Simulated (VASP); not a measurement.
# Zn2GeN2: single point with PBE

Crystal: Zn2GeN2.

```
Zn Ge N
1.0
    -1.99268    1.99268    4.09045
     1.99268   -1.99268    4.09045
     1.99268    1.99268   -4.09045
Zn Ge N
2 1 2
Direct
  0.32925 0.32925 0.00000
  0.67075 0.67075 0.00000
  0.00000 0.00000 0.00000
  0.75000 0.25000 0.50000
  0.25000 0.75000 0.50000
```

The cell was generated, and may not be a known phase.

```
Program             : VASP 6.6.1
Task                : single point
Functional          : PBE
Potentials or basis : VASP PAW PBE potentials, release 64 (Zn, Ge_d, N)
Cutoff              : 520 eV
k mesh              : 14 × 14 × 14
Occupations         : gaussian, width 0.1 eV
Spin                : no spin polarisation
```

```yaml
Pressure: 0.6 GPa
Largest_force: 0.055 eV/Å
Band_gap_on_the_k_mesh: zero (bands 24 and 25 overlap by 1.38 eV)
```

Forces in eV/Å, atoms in the order of the input:
```
Zn   0.000  0.000  0.055
Zn   0.000  0.000 -0.055
Ge   0.000  0.000  0.000
N    0.000  0.000  0.000
N    0.000  0.000  0.000
```

Stress tensor (GPa, compression positive):
```
0.77 0.00 0.00
0.00 0.77 0.00
0.00 0.00 0.27
```

Levels at points of the mesh, in eV from the Fermi level:
```csv
k point,band 20,band 21,band 22,band 23,band 24,band 25,band 26,band 27,band 28,band 29
"(0.00, 0.00, 0.00)",-3.71,-3.37,-1.01,-0.82,-0.82,0.50,0.60,0.92,0.92,5.45
"(0.50, 0.00, 0.00)",-3.19,-3.15,-2.49,-2.42,-0.69,0.74,2.32,2.80,4.71,6.38
"(0.50, 0.50, 0.00)",-4.92,-3.80,-1.99,-0.29,0.43,0.81,0.82,2.17,3.01,7.30
"(0.50, 0.50, 0.50)",-4.48,-2.38,-0.67,-0.67,-0.44,0.58,2.04,2.77,2.77,7.30
```

It took 19 min on 1 thread of Oxide Virtual Turin-like Processor (shared host), peak memory 0.56 GiB.
